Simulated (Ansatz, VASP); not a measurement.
## CuI in VASP and in Ansatz

```
Cu I
1.0
     0.00000    3.00628    2.88788
     2.88788    0.00000    2.88788
     2.88788    3.00628    0.00000
Cu I
1 1
Direct
  0.75000 0.75000 0.75000
  0.00000 0.00000 0.00000
```

Alike in both runs: task single point; functional PBE; k mesh 8 × 8 × 8; occupations gaussian, width 0.05 eV; no spin polarisation.

|  | VASP | Ansatz |
| --- | --- | --- |
| version | VASP 6.6.1 | Ansatz 0.2.0 |
| potentials or method | VASP PAW PBE potentials, release 64 (Cu, I), cutoff 520 eV | scalar-relativistic, plane waves, PAW |
| valence electrons in the cell | 18 | 36 |

Ansatz gave:

* gap on the k mesh at the Fermi level (eV): 1.39
* least direct gap on the mesh (eV): 1.39
* pressure (GPa): 5.9
* traceless stress, the component that is largest in VASP (GPa): -0.44

**Question.** Estimate VASP's values.

**Answer.** gap on the k mesh at the Fermi level (eV): 1.42; least direct gap on the mesh (eV): 1.42; pressure (GPa): 5.9; traceless stress, the component that is largest in VASP (GPa): -0.44.

VASP's potentials hold 18 valence electrons a cell and Ansatz's 36, so a difference there can come from the potentials and not from the codes.

Spin-orbit coupling is off throughout.
